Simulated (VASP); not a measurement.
W, 1 atom in the cell. Symmetry: I4/mmm, No. 139, tetragonal system. Conventional cell: a = 2.841 Å, b = 2.841 Å, c = 4.168 Å, α = 90.00°, β = 90.00°, γ = 90.00°. Within 3.7 Å of W (site symmetry 4/mmm) lie 12 W at 2.84 to 2.89 Å.  This cell differs from its parent crystal: strain +0.0375 x Voigt [0, 1, 0, 0, 0, 0].

| Property | Result |
| --- | --- |
| Program | VASP 6.6.1 |
| Task | single point |
| Functional | r2SCAN |
| Potentials or basis | VASP PAW PBE potentials, release 64 (W_sv) |
| Cutoff | 520 eV |
| k mesh | 26 × 26 × 26 |
| Occupations | gaussian, width 0.15 eV |
| Spin | no spin polarisation |
| Dipole correction | no |
| Further INCAR settings | ALGO = Normal; EDIFF = 1e-07; NBANDS = 13 |

Potentials or basis: VASP PAW PBE potentials, release 64 (W_sv).

Run with:

```console
$ cat potpaw_PBE.64/W_sv/POTCAR > POTCAR
$ cp INCAR.step1 INCAR
$ mpirun -np 1 vasp_std > vasp.out
$ cp INCAR.step2 INCAR
$ mpirun -np 1 vasp_std > vasp.out
```

Hardware: 1 thread of Intel(R) Xeon(R) Platinum 8375C CPU @ 2.90GHz (Ice Lake) (shared host).

**Question.** How long does it take, and how much memory?

**Answer.** Run time: 8.8 min on 1 thread of Intel(R) Xeon(R) Platinum 8375C CPU @ 2.90GHz (Ice Lake), with other jobs on the host, peak memory 0.38 GiB. Counts: k points 1330.
